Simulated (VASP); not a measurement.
# Sn2HO2 in VASP: a series of runs, part 2 of 2

VASP 6.6.1. The steps go on from the part before.

**3. Single point, PBE+D3(BJ), collinear spin, ferromagnetic start**

File INCAR:

```
SYSTEM = Sn2HO2
PREC     = Accurate       ! precision mode
ENCUT    = 520            ! plane-wave cutoff, eV
EDIFF    = 1E-6           ! SCF threshold, eV
ISMEAR   = 0              ! smearing method
SIGMA    = 0.05           ! smearing width, eV
LREAL    = .FALSE.        ! projectors in reciprocal space
LASPH    = .TRUE.         ! aspherical terms in the spheres
NELM     = 150            ! most SCF steps
ALGO     = Normal         ! electronic algorithm
ISIF     = 2              ! what is computed and relaxed
LWAVE    = .FALSE.        ! write WAVECAR
LCHARG   = .FALSE.        ! write CHGCAR
ISPIN    = 2              ! spin polarisation
MAGMOM   = 0 0 0 0 1      ! initial moments
LORBIT   = 11             ! projections on sites
LDIPOL   = .TRUE.       
IDIPOL   = 3            
DIPOL    = 0.5 0.5 0.316
GGA      = PE             ! functional
IVDW     = 12             ! dispersion correction
NBANDS   = 32             ! bands
```

File KPOINTS:

```
regular mesh
0
G
  7 7 1
  0 0 0
```

File POSCAR:

```
Sn2HO2
1.0
    3.8201633739      0.0000000000      0.0000000000
    0.0000000000      3.8201633739      0.0000000000
    0.0000000000      0.0000000000     17.8630408312
Sn O H
2 2 1
Direct
    0.7500000000      0.2500000000      0.2239260402
    0.2500000000      0.7500000000      0.3562126343
    0.2500000000      0.2500000000      0.2900693373
    0.7500000000      0.7500000000      0.2900693373
    0.3750000000      1.2500000000      0.4200390288
```

Potentials or basis: VASP PAW PBE potentials, release 64 (Sn_d, O, H).

Launch:

```console
$ cat potpaw_PBE.64/Sn_d/POTCAR potpaw_PBE.64/O/POTCAR potpaw_PBE.64/H/POTCAR > POTCAR
$ mpirun -np 1 vasp_std > vasp.out
```

OUTCAR:

```text
SYSTEM = Sn2HO2
   PREC = Accurate
   ENCUT = 520
   EDIFF = 1E-6
   ISMEAR = 0
   LREAL = .FALSE.
   LASPH = .TRUE.
   NELM = 150
   ISIF = 2
   ISPIN = 2
   LORBIT = 11
   GGA = PE
   IVDW = 12
 IVDW          = 12

 ion  position               nearest neighbor table
   1  0.750  0.250  0.224-   3 2.25   4 2.25   4 2.25   3 2.25   2 3.59   2 3.59   2 3.59   2 3.59

   2  0.250  0.750  0.356-   3 2.25   4 2.25   3 2.25   4 2.25   5 2.28   5 2.28   1 3.59   1 3.59
                             1 3.59   1 3.59
   3  0.250  0.250  0.290-   2 2.25   2 2.25   1 2.25   1 2.25
   4  0.750  0.750  0.290-   2 2.25   2 2.25   1 2.25   1 2.25
   5  0.375  0.250  0.420-   2 2.28   2 2.28

  LATTYP: Found a simple tetragonal cell.
 ALAT       =     3.8201633739
 C/A-ratio  =     4.6759887164

  Lattice vectors:

 A1 = (   3.8201633739,   0.0000000000,   0.0000000000)
[... 1334 lines left out ...]

  FORCE on cell =-STRESS in cart. coord.  units (eV):
  Direction    XX          YY          ZZ          XY          YZ          ZX
  --------------------------------------------------------------------------------------
  -------------------------------------------------------------------------------------
  Total      -1.23702    -2.56572     0.87978     0.00000     0.00000    -0.09074
  in kB      -7.60273   -15.76887     5.40709     0.00000     0.00000    -0.55770
  external pressure =       -5.99 kB  Pullay stress =        0.00 kB

 VOLUME and BASIS-vectors are now :
 -----------------------------------------------------------------------------
  energy-cutoff  :      520.00
  volume of cell :      260.69
      direct lattice vectors                 reciprocal lattice vectors
     3.820163374  0.000000000  0.000000000     0.261768909  0.000000000  0.000000000
     0.000000000  3.820163374  0.000000000     0.000000000  0.261768909  0.000000000
     0.000000000  0.000000000 17.863040831     0.000000000  0.000000000  0.055981510

 POSITION                                       TOTAL-FORCE (eV/Angst)
 -----------------------------------------------------------------------------------
      2.86512      0.95504      4.00000         0.030603      0.000000     -0.044552
      0.95504      2.86512      6.36304         0.522448      0.000000      0.785993
      0.95504      0.95504      5.18152        -0.286908      0.000000     -1.160302
      2.86512      2.86512      5.18152         0.023299      0.000000      0.427906
      1.43256      0.95504      7.50317        -0.289442      0.000000     -0.009046
 -----------------------------------------------------------------------------------
    total drift:                                0.000008      0.000000      0.001194

  FREE ENERGIE OF THE ION-ELECTRON SYSTEM (eV)
  ---------------------------------------------------
  free  energy   TOTEN  =       -25.1071476986 eV

  energy  without entropy=      -25.1031486736  energy(sigma->0) =      -25.10514819

 vacuum level on the upper side and lower side of the slab         3.581         2.794

 total charge

# of ion       s       p       d       tot
------------------------------------------
    1        1.279   0.766  10.055  12.100
    2        1.163   0.794  10.083  12.039
    3        1.578   3.431   0.000   5.009
    4        1.578   3.416   0.000   4.994
    5        0.443   0.005   0.000   0.448
--------------------------------------------------
tot          6.040   8.411  20.138  34.589

 magnetization (x)

# of ion       s       p       d       tot
------------------------------------------
    1       -0.000  -0.001   0.000  -0.000
    2        0.025   0.010   0.003   0.038
    3        0.000   0.014   0.000   0.015
    4        0.000   0.006   0.000   0.006
    5        0.028   0.000   0.000   0.028
--------------------------------------------------
tot          0.054   0.029   0.004   0.087
```

OSZICAR:

```text
N       E                     dE             d eps       ncg     rms          rms(c)
DAV:   1     0.386122898110E+03    0.38612E+03   -0.19033E+04  2160   0.121E+03
DAV:   2     0.389314946904E+02   -0.34719E+03   -0.33243E+03  2272   0.331E+02
DAV:   3    -0.243873670540E+02   -0.63319E+02   -0.62081E+02  2592   0.149E+02
[... 17 lines left out ...]
DAV:  21    -0.244801746763E+02   -0.36346E-04   -0.38625E-06  2000   0.827E-03    0.122E-03
DAV:  22    -0.244801869666E+02   -0.12290E-04   -0.12687E-06  1928   0.528E-03    0.758E-04
DAV:  23    -0.244801930685E+02   -0.61019E-05   -0.45634E-07  1736   0.333E-03    0.403E-04
DAV:  24    -0.244801966253E+02   -0.35568E-05   -0.32336E-07  1752   0.245E-03    0.289E-04
DAV:  25    -0.244801985930E+02   -0.19677E-05   -0.14203E-07  1824   0.180E-03    0.200E-04
DAV:  26    -0.244801993258E+02   -0.73281E-06   -0.83689E-08  1856   0.158E-03
   1 F= -.25107148E+02 E0= -.25105148E+02  d E =-.399902E-02  mag=     0.1428
```

It took 3 min on 1 thread of Intel Xeon 6975P-C (Granite Rapids), shared host; peak memory 0.51 GiB.

Results:

| Property | Result |
| --- | --- |
| Free energy | -25.1071 eV |
| Largest force | 1.195 eV/Å |
| Net moment | 0.14 μB per cell |
| Site moments | Sn -0.00, +0.04; O +0.01; H +0.03 μB |
| Valence electrons inside the program's atomic spheres | Sn 12.10, 12.04; O 5.01, 4.99; H 0.45 |
| Dispersion energy per atom | -0.125 eV |

Forces on the atoms (eV/Å):
```
Sn   0.031  0.000 -0.045
Sn   0.522  0.000  0.786
O   -0.287  0.000 -1.160
O    0.023  0.000  0.428
H   -0.289  0.000 -0.009
```

Caveat: spin-orbit coupling is left out, which moves the levels of the heavy elements.

**4. Single point, PBE+D3(BJ), collinear spin, ferromagnetic start**

File INCAR:

```
SYSTEM = Sn2HO2
ALGO     = Normal         ! electronic algorithm
DIPOL    = 0.5 0.5 0.314
EDIFF    = 1E-6           ! SCF threshold, eV
ENCUT    = 520            ! plane-wave cutoff, eV
GGA      = PE             ! functional
IDIPOL   = 3            
ISIF     = 2              ! what is computed and relaxed
ISMEAR   = 0              ! smearing method
ISPIN    = 2              ! spin polarisation
IVDW     = 12             ! dispersion correction
LASPH    = .True.         ! aspherical terms in the spheres
LCHARG   = .False.        ! write CHGCAR
LDIPOL   = .True.       
LORBIT   = 11             ! projections on sites
LREAL    = .False.        ! projectors in reciprocal space
LWAVE    = .False.        ! write WAVECAR
MAGMOM   = 0 0 0 0 1      ! initial moments
NBANDS   = 32             ! bands
NELM     = 150            ! most SCF steps
PREC     = Accurate       ! precision mode
SIGMA    = 0.05           ! smearing width, eV
```

File KPOINTS:

```
k-points
0
Gamma
  7 7 1
  0 0 0
```

Edit POSCAR of step 3 so:

```diff
@@ -12,2 +12,2 @@
     0.7500000000      0.7500000000      0.2900693373
-    0.3750000000      1.2500000000      0.4200390288
+    0.6250000000      1.2500000000      0.4118486621
```

Launch:

```console
$ cat potpaw_PBE.64/Sn_d/POTCAR potpaw_PBE.64/O/POTCAR potpaw_PBE.64/H/POTCAR > POTCAR
$ mpirun -np 1 vasp_std > vasp.out
```

Run time: 7.3 min. Hardware: 1 thread of AMD EPYC 9755, shared host; peak memory 0.47 GiB.

It converged, with:

```yaml
Free_energy: -24.6839 eV
Largest_force: 0.780 eV/Å
Net_moment: 0.13 μB per cell
Site_moments: Sn +0.00, +0.03; O +0.00, +0.01; H +0.03 μB
Valence_electrons_inside_the_program's_atomic_spheres: Sn 12.10, 11.98; O 5.00; H 0.42
Dispersion_energy_per_atom: -0.131 eV
```

Forces on the atoms (eV/Å):
```
Sn   0.038  0.000  0.155
Sn   0.612  0.000  0.483
O   -0.342  0.000 -0.474
O    0.052  0.000 -0.179
H   -0.361  0.000  0.016
```

Levels at points of the mesh, in eV from the Fermi level:
Spin up:
| k point | band 17 | band 18 | band 19 | band 20 | band 21 | band 22 | band 23 | band 24 |
| --- | --- | --- | --- | --- | --- | --- | --- | --- |
| (0.00, 0.00, 0.00) | -2.62 | -2.24 | -2.23 | -1.11 | 0.88 | 2.59 | 3.91 | 4.79 |
Spin down:
```
           k point  band 18  band 19  band 20  band 21  band 22  band 23
(0.00, 0.00, 0.00)    -2.22    -2.22    -1.04     1.01     2.60     3.99
```

Caveat: spin-orbit coupling is left out, which moves the levels of the heavy elements.
